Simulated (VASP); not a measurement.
# CoNiO2 (P4/mmm) in VASP: further runs

Runs on CoNiO2. Level: PBE. Tasks: single point.

Program: VASP 6.6.1. These are calculated values, not measurements. Logs are shortened: lines on timing, memory, paths and dates and some standing lists are left out, and cuts for length are marked.

### Step 1. The cell of the first run

Symmetry: P4/mmm, No. 123, tetragonal system. The conventional cell has a = 3.014 Å, b = 3.014 Å, c = 4.222 Å, α = 90.00°, β = 90.00°, γ = 90.00°. Within 2.8 Å of Co (site symmetry 4/mmm) lie 6 O at 2.11 to 2.13 Å. Within 2.8 Å of Ni (site symmetry 4/mmm) lie 6 O at 2.11 to 2.13 Å. Within 2.8 Å of O (site symmetry 4/mmm) lie 2 Co at 2.11 Å and 4 Ni at 2.13 Å. Within 2.8 Å of O (site symmetry 4/mmm) lie 2 Ni at 2.11 Å and 4 Co at 2.13 Å.

### Step 2. Single point, PBE

Contents of INCAR:

```
ALGO     = Normal         # electronic algorithm
EDIFF    = 1E-6           # SCF threshold, eV
ENCUT    = 520            # plane-wave cutoff, eV
GGA      = PE             # functional
ISIF     = 2              # what is computed and relaxed
ISMEAR   = -1             # smearing method
LASPH    = T              # aspherical terms in the spheres
LCHARG   = T              # write CHGCAR
LELF     = T              # ELF
LREAL    = F              # projectors in reciprocal space
LVHAR    = T            
LWAVE    = F              # write WAVECAR
NBANDS   = 24             # bands
NELM     = 100            # most SCF steps
PREC     = Accurate       # precision mode
SIGMA    = 0.1            # smearing width, eV
```

Contents of KPOINTS:

```
Automatic mesh
0
Gamma
  4 4 3
  0.5 0.5 0.5
```

Contents of POSCAR:

```
CoNiO2
1.0
    3.0143300000      0.0000000000      0.0000000000
    0.0000000000      3.0143300000      0.0000000000
    0.0000000000      0.0000000000      4.2222900000
Co Ni O
1 1 2
Direct
    0.5000000000      0.5000000000      0.5000000000
    0.0000000000      0.0000000000      0.0000000000
    0.5000000000      0.5000000000      0.0000000000
    0.0000000000      0.0000000000      0.5000000000
```

Potentials or basis: VASP PAW PBE potentials, release 64 (Co, Ni, O).

Run with:

```
$ cat potpaw_PBE.64/Co/POTCAR potpaw_PBE.64/Ni/POTCAR potpaw_PBE.64/O/POTCAR > POTCAR
$ mpirun -np 1 vasp_std > vasp.out
```

OUTCAR:

```text
EDIFF = 1E-6
   ENCUT = 520
   GGA = PE
   ISIF = 2
   ISMEAR = -1
   LASPH = T
   LREAL = F
   NELM = 100
   PREC = Accurate

 ion  position               nearest neighbor table
   1  0.500  0.500  0.500-   3 2.11   3 2.11   4 2.13   4 2.13   4 2.13   4 2.13   2 3.00   2 3.00
                             2 3.00   2 3.00   2 3.00   2 3.00   2 3.00   2 3.00
   2  0.000  0.000  0.000-   4 2.11   4 2.11   3 2.13   3 2.13   3 2.13   3 2.13   1 3.00   1 3.00
                             1 3.00   1 3.00   1 3.00   1 3.00   1 3.00   1 3.00
   3  0.500  0.500  0.000-   1 2.11   1 2.11   2 2.13   2 2.13   2 2.13   2 2.13
   4  0.000  0.000  0.500-   2 2.11   2 2.11   1 2.13   1 2.13   1 2.13   1 2.13

  LATTYP: Found a simple tetragonal cell.
 ALAT       =     3.0143300000
 C/A-ratio  =     1.4007391361

  Lattice vectors:

 A1 = (   3.0143300000,   0.0000000000,   0.0000000000)
 A2 = (   0.0000000000,   3.0143300000,   0.0000000000)
 A3 = (   0.0000000000,   0.0000000000,   4.2222900000)

Analysis of symmetry for initial positions (statically):
=====================================================================
 Subroutine PRICEL returns:
 Original cell was already a primitive cell.

 Routine SETGRP: Setting up the symmetry group for a
 simple tetragonal supercell.

 Subroutine GETGRP returns: Found 16 space group operations
 (whereof 16 operations were pure point group operations)
 out of a pool of 16 trial point group operations.

The static configuration has the point symmetry D_4h.

Analysis of symmetry for dynamics (positions and initial velocities):
=====================================================================
 Subroutine PRICEL returns:
 Original cell was already a primitive cell.

 Routine SETGRP: Setting up the symmetry group for a
 simple tetragonal supercell.

 Subroutine GETGRP returns: Found 16 space group operations
 (whereof 16 operations were pure point group operations)
 out of a pool of 16 trial point group operations.

The dynamic configuration has the point symmetry D_4h.

 Subroutine INISYM returns: Found 16 space group operations
 (whereof 16 operations are pure point group operations),
 and found     1 'primitive' translations

----------------------------------------------------------------------------------------

                                     Primitive cell

  volume of cell :      38.3645

[... 72 lines left out ...]
   NELM   =    100;   NELMIN=  2; NELMDL= -5     # of ELM steps
   EDIFF  = 0.1E-05   stopping-criterion for ELM
   LREAL  =      F    real-space projection
   EDIFFG = 0.1E-04   stopping-criterion for IOM
   NSW    =      0    number of steps for IOM
   IBRION =     -1    ionic relax: 0-MD 1-quasi-New 2-CG
   NFREE  =      0    steps in history (QN), initial steepest desc. (CG)
   ISIF   =      2    stress and relaxation
   ISYM   =      2    0-nonsym 1-usesym 2-fastsym
   POTIM  = 0.5000    time-step for ionic-motion
   TEBEG  =    0.0;   TEEND  =   0.0 temperature during run
   PSTRESS=    0.0 pullay stress
   NELECT =      31.0000    total number of electrons
   NUPDOWN=      -1.0000    fix difference up-down
   EMIN   =  10.00;   EMAX   =-10.00  energy-range for DOS
   EFERMI =   0.00;   METHOD = LEGACY
   ISMEAR =    -1;   SIGMA  =   0.10  broadening in eV -4-tet -1-fermi 0-gaus
   EFERMI_NEDOS =   21; number of points for ismear=-14 and -15
   IALGO  =     38    algorithm
   IMIX   =      4    mixing-type and parameters
     AMIX     =   0.40;   BMIX     =  1.00
     AMIX_MAG =   1.60;   BMIX_MAG =  1.00
  volume/ion in A,a.u.               =       9.59        64.72
  Fermi-wavevector in a.u.,A,eV,Ry     =   1.524821  2.881494 31.634619  2.325079
  Thomas-Fermi vector in A             =   2.633076
   LORBIT       =      0    0 simple, 1 ext, 2 COOP (PROOUT), +10 PAW based schemes
   GGA     = PE    functional components
   LHFCALC =     F    Hartree Fock is set to
   AEXX    =    0.0000 exact exchange contribution
   IVDW    =     0    specifies the selected vdW correction
   LEPSILON=     F    determine dielectric tensor
   LRPA    =     F    only Hartree local field effects (RPA)
 non-spin polarized calculation
  energy-cutoff  :      520.00
  volume of cell :       38.36
 maximum number of plane-waves:      1044
 NGX is ok and might be reduce to    24
   NGX = 11   NGY = 11   NGZ = 15

 number of electron      30.9999976 magnetization

 Free energy of the ion-electron system (eV)
  ---------------------------------------------------
  ext. energy  EPLUGINS =         0.00000000
  ---------------------------------------------------
  free energy    TOTEN  =       -24.00221011 eV

  energy without entropy =      -23.82146782  energy(sigma->0) =      -23.91183896

 E-fermi :   7.4893     XC(G=0): -12.4231

 val. band max:        7.4178526886   @ k =   0.3750   0.1250   0.1667
 cond. band min:       7.7011820801   @ k =   0.1250   0.1250   0.1667
 fundamental gap:      0.2833293915
 Fermi energy:         7.4892673318

 k-point     1 :       0.1250    0.1250    0.1667
  band No.  band energies     occupation
      1     -12.4148      2.00000
      2     -11.4471      2.00000
      3       0.8618      2.00000
      4       2.5129      2.00000
      5       2.5606      2.00000
      6       2.5745      2.00000
[... 151 lines left out ...]
     23      17.8943      0.00000
     24      17.9142      0.00000

------------------------ aborting loop because EDIFF is reached ----------------------------------------

  FORCE on cell =-STRESS in cart. coord.  units (eV):
  Direction    XX          YY          ZZ          XY          YZ          ZX
  --------------------------------------------------------------------------------------
  -------------------------------------------------------------------------------------
  Total       -3.7332114     -3.7332114     -2.7948415      0.0000000      0.0000000      0.0000000
  in kB     -155.9062476   -155.9062476   -116.7180762      0.0000000      0.0000000      0.0000000
  external PRESSURE =    -142.8435238 kB  Pullay stress =       0.0000000 kB

 VOLUME and BASIS-vectors are now :
 -----------------------------------------------------------------------------
  energy-cutoff  :      520.00
  volume of cell :       38.36
      direct lattice vectors                 reciprocal lattice vectors
     3.014330000  0.000000000  0.000000000     0.331748680  0.000000000  0.000000000
     0.000000000  3.014330000  0.000000000     0.000000000  0.331748680  0.000000000
     0.000000000  0.000000000  4.222290000     0.000000000  0.000000000  0.236838303

 POSITION                                       TOTAL-FORCE (eV/Angst)
 -----------------------------------------------------------------------------------
      1.50717      1.50717      2.11115         0.000000      0.000000      0.000000
      0.00000      0.00000      0.00000         0.000000      0.000000      0.000000
      1.50717      1.50717      0.00000         0.000000      0.000000      0.000000
      0.00000      0.00000      2.11115         0.000000      0.000000      0.000000
 -----------------------------------------------------------------------------------
    total drift:                                0.000000     -0.000000     -0.000000

  FREE ENERGIE OF THE ION-ELECTRON SYSTEM (eV)
  ---------------------------------------------------
  free  energy   TOTEN  =       -24.0022101095 eV

  energy  without entropy=      -23.8214678159  energy(sigma->0) =      -23.91183896
```

stdout:

```text
POSCAR found type information on POSCAR CoNiO
 POSCAR found :  3 types and       4 ions
 scaLAPACK will be used
 LDA part: xc-table for (Slater+PW92), standard interpolation
 POSCAR, INCAR and KPOINTS ok, starting setup
 FFT: planning ... GRIDC
 FFT: planning ... GRID_SOFT
 FFT: planning ... GRID
 WAVECAR not read
 entering main loop
```

Wall time 16 s (1 thread of AMD EPYC 7R13, shared host); peak memory 0.12 GiB.

What came out:

```yaml
Free_energy: -24.0022 eV
Pressure: -14.3 GPa
```

Caveat: the k points lie up to 0.52 Å⁻¹ apart; an odd number of electrons without spin polarisation forces a metal; a magnetic or distorted state may lie lower; the run has no spin polarisation, though such a crystal can be magnetic; semilocal functionals often make such compounds metallic where correlation or magnetic order opens a gap, which also shifts bond lengths. With open d or f shells a metallic result of PBE can be an artefact of self-interaction; +U or a hybrid may open a gap.

### Step 3. Single point, PBE, collinear spin, ferromagnetic start

Contents of INCAR:

```
SYSTEM = CoNiO2
  PREC = Accurate
  ENCUT = 520
  EDIFF = 1E-6
  ISMEAR = -1
  SIGMA = 0.1
  LREAL = .False.
  LASPH = .True.
  NELM = 150
  ALGO = Normal
  ISIF = 2
  LWAVE = .False.
  LCHARG = .False.
  ISPIN = 2
  MAGMOM = 2.5 1.5 0 0
  LORBIT = 11
  LMAXMIX = 4
  GGA = PE
  NBANDS = 28
```

KPOINTS is that of step 2.

POSCAR is that of step 2.

Potentials or basis: VASP PAW PBE potentials, release 64 (Co, Ni, O).

Run with:

```
$ cat potpaw_PBE.64/Co/POTCAR potpaw_PBE.64/Ni/POTCAR potpaw_PBE.64/O/POTCAR > POTCAR
$ mpirun -np 1 vasp_std > vasp.out
```

Run time: 44 s. Hardware: 1 thread of AMD EPYC 7R13, shared host; peak memory 0.13 GiB.

It converged, with:

* Free energy: -24.6001 eV
* Pressure: -3.2 GPa
* Net moment: 4.41 μB per cell
* Site moments: Co +2.43; Ni +1.39; O +0.24, +0.26 μB
* Valence electrons inside the program's atomic spheres: Co 7.80; Ni 8.93; O 4.96, 4.97

Stress tensor (GPa, compression positive):
```
-2.41  0.00  0.00
 0.00 -2.41  0.00
 0.00  0.00 -4.78
```

Levels at points of the mesh, in eV from the Fermi level:
Spin up:
| k point | band 16 | band 17 | band 18 | band 19 | band 20 | band 21 |
| --- | --- | --- | --- | --- | --- | --- |
| (0.12, 0.12, 0.17) | -1.61 | -1.41 | -1.19 | 2.93 | 6.84 | 10.07 |
Spin down:
```
           k point  band 9  band 10  band 11  band 12  band 13  band 14  band 15  band 16  band 17  band 18
(0.12, 0.12, 0.17)   -1.58    -1.38    -1.07    -0.72    -0.22    -0.11    -0.03     0.65     0.70     1.41
```

Caveat: the k points lie up to 0.52 Å⁻¹ apart; semilocal functionals often make such compounds metallic where correlation or magnetic order opens a gap, which also shifts bond lengths. With open d or f shells a metallic result of PBE can be an artefact of self-interaction; +U or a hybrid may open a gap.

### Step 4. Single point, PBE, collinear spin, ferrimagnetic start

Contents of INCAR:

```
SYSTEM = CoNiO2
ALGO = Normal ; EDIFF = 1E-7
ENCUT = 520 ; GGA = PE
ISIF = 2 ; ISMEAR = -1
ISPIN = 2 ; LASPH = .True.
LCHARG = .False. ; LMAXMIX = 4
LORBIT = 11 ; LREAL = .False.
LWAVE = .False. ; MAGMOM = 2.5 -1.5 0 0
NBANDS = 28 ; NELM = 150
PREC = Accurate ; SIGMA = 0.1
```

KPOINTS is that of step 3.

POSCAR is that of step 3.

Run with:

```
$ cat potpaw_PBE.64/Co/POTCAR potpaw_PBE.64/Ni/POTCAR potpaw_PBE.64/O/POTCAR > POTCAR
$ mpirun -np 1 vasp_std > vasp.out
```

It took 57 s on 1 thread of AMD EPYC 7R13, shared host; peak memory 0.13 GiB.

Results (log left out):

```yaml
Free_energy: -24.5530 eV
Pressure: -3.1 GPa
Net_moment: 1.11 μB per cell
Site_moments: Co +2.42; Ni -1.35; O -0.08, +0.11 μB
Valence_electrons_inside_the_program's_atomic_spheres: Co 7.80; Ni 8.92; O 4.95, 4.97
```

Stress tensor (GPa, compression positive):
```
-2.84  0.00  0.00
 0.00 -2.84  0.00
 0.00  0.00 -3.71
```

Levels at points of the mesh, in eV from the Fermi level:
Spin up:
```csv
k point,band 12,band 13,band 14,band 15,band 16,band 17,band 18,band 19,band 20,band 21
"(0.12, 0.12, 0.17)",-2.00,-1.42,-1.21,-1.03,-0.99,-0.12,0.57,3.11,7.05,10.20
```
Spin down:
```
           k point  band 11  band 12  band 13  band 14  band 15  band 16  band 17  band 18  band 19  band 20
(0.12, 0.12, 0.17)    -2.05    -1.84    -1.29    -0.83    -0.25    -0.17     0.66     1.39     3.18     7.25
```

Caveat: the k points lie up to 0.52 Å⁻¹ apart; semilocal functionals often make such compounds metallic where correlation or magnetic order opens a gap, which also shifts bond lengths.

### Step 5. The runs side by side

| spin | gap on the mesh (eV) | pressure (GPa) | moment (μB) |
| --- | --- | --- | --- |
| off | none | -14.3 | - |
| collinear, ferromagnetic start | none | -3.2 | 4.41 |
| collinear, ferrimagnetic start | none | -3.1 | 1.11 |

Alike in all rows: task single point; level PBE; potentials or basis VASP PAW PBE potentials, release 64 (Co, Ni, O); cell as given; k mesh 4 × 4 × 3, shifted; cutoff (eV) 520; smearing fermi-dirac 0.1 eV.

Caveats: all runs use coarse meshes; semilocal functionals often make such compounds metallic where correlation or magnetic order opens a gap, which also shifts bond lengths; an odd number of electrons without spin polarisation forces a metal (some runs); a magnetic or distorted state may lie lower (some runs).

Total energies depend on the potentials used, so only differences within one code and one set of settings carry meaning.
